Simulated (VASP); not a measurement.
Runs of VASP 6.6.1 on NaH. It takes space group Fm-3m (No. 225, cubic). Conventional cell: a = 4.795 Å, b = 4.795 Å, c = 4.795 Å, α = 90.00°, β = 90.00°, γ = 90.00°. Na (site symmetry m-3m) has 6 H at 2.40 Å within 3.2 Å. H (site symmetry m-3m) has 6 Na at 2.40 Å within 3.2 Å. 

| level | potentials or basis | k mesh | grid for exact exchange (PRECFOCK) | share of exact exchange | screening parameter | gap on the mesh (eV) | pressure (GPa) |
| --- | --- | --- | --- | --- | --- | --- | --- |
| PBE | VASP PAW PBE potentials, release 64 (Na_pv, H) | 6 × 6 × 6 | - | - | - | (b) | 0.5 |
| PBE-based screened hybrid with 15 % exact exchange | VASP PAW PBE potentials, release 64 (Na_pv, H) | 4 × 4 × 4 | Normal | 0.15 | 0.3 1/Å | 4.29 | (a) |
| LDA | VASP PAW LDA potentials, release 64 (Na_pv, H) | 6 × 6 × 6 | - | - | - | 3.49 | -1.7 |
| PBE-based screened hybrid with 10 % exact exchange | VASP PAW PBE potentials, release 64 (Na_pv, H) | 4 × 4 × 4 | Normal | 0.1 | 0.1 1/Å | 4.36 | 0.5 |
| PBE-based screened hybrid with 75 % exact exchange | VASP PAW PBE potentials, release 64 (Na_pv, H) | 4 × 4 × 4 | Normal | 0.75 | 0.3 1/Å | 6.37 | (c) |

Alike in all rows: task single point; no spin polarisation; cell as given; cutoff (eV) 520; smearing gaussian 0.01 eV.

Q: Estimate the missing entries.

A: (a) 0.3; (b) 3.85; (c) -0.5.

Caveats: some runs use coarse meshes; the PAW data sets were made with another functional, which shifts forces and pressure a little (at least some runs).

A k mesh can miss the band edges.
